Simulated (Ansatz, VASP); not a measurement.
# La in VASP and in Ansatz

The input INCAR:

```
  PREC = Accurate
  ENCUT = 520
  EDIFF = 1E-6
  ISMEAR = -1
  SIGMA = 0.1
  LREAL = False
  LASPH = True
  NELM = 100
  ALGO = Normal
  ISIF = 2
  LWAVE = False
  LCHARG = True
  LELF = True
  LVHAR = True
  NBANDS = 30
```

The input KPOINTS:

```
regular mesh
0
Gamma
  10 10 3
```

Contents of POSCAR:

```
La
1.0
    3.5996230182      0.0000000000      0.0000000000
   -1.7998115091      3.1173649778      0.0000000000
    0.0000000000      0.0000000000     11.5524372057
La
4
Direct
    0.0000000000      1.0000000000      0.0000000000
    1.0000000000      1.0000000000      0.5000000000
    0.3333333333      0.6666666667      0.7500000000
    0.6666666667      0.3333333333      0.2500000000
```

Input for Ansatz:

```yaml
crystal:
  lattice:
    - [3.5996230182, 0.0, 0.0]
    - [-1.7998115091, 3.1173649778, 0.0]
    - [0.0, 0.0, 11.5524372057]
  atoms:
    - { symbol: La, position: [0.0, 1.0, 0.0] }
    - { symbol: La, position: [1.0, 1.0, 0.5] }
    - { symbol: La, position: [0.3333333333, 0.6666666667, 0.75] }
    - { symbol: La, position: [0.6666666667, 0.3333333333, 0.25] }
hamiltonian:
  xc: lda
  pseudopotentials:
    kind: paw
    azcp:
      La: "pseudopotentials/La.paw.azcp"
basis:
  ecutwfc: 420
  fft_grid_basis: typed
kpoints:
  mp_grid: { grid: [10, 10, 3], shift: [0, 0, 0] }
magnetization:
  spin_polarized: false
scf:
  occupations: { method: fermi_dirac, width: 0.1 }
  lower_state_search: "off"
output:
  stress: true
  write_density: true
  write_potential: true
  elf: true
  volumetric_format: npy
```

Alike in both runs: task single point; functional LDA; k mesh 10 × 10 × 3; occupations fermi-dirac, width 0.1 eV; no spin polarisation.

|  | VASP | Ansatz |
| --- | --- | --- |
| version | VASP 6.6.1 | Ansatz 0.2.0 |
| potentials or method | VASP PAW LDA potentials, release 64 (La), cutoff 520 eV | plane waves (420 eV) with PAW, scalar-relativistic |
| valence electrons in the cell | 44 | 44 |

|  | VASP | Ansatz | Ansatz less VASP |
| --- | --- | --- | --- |
| pressure (GPa) | -0.1 | 0.0 | +0.09 |

Ansatz warns that its potentials were made for another functional, while VASP's fit it. LDA's correlation is that of Perdew and Zunger in VASP and of Perdew and Wang (1992) in Ansatz.

Spin-orbit coupling is off throughout.
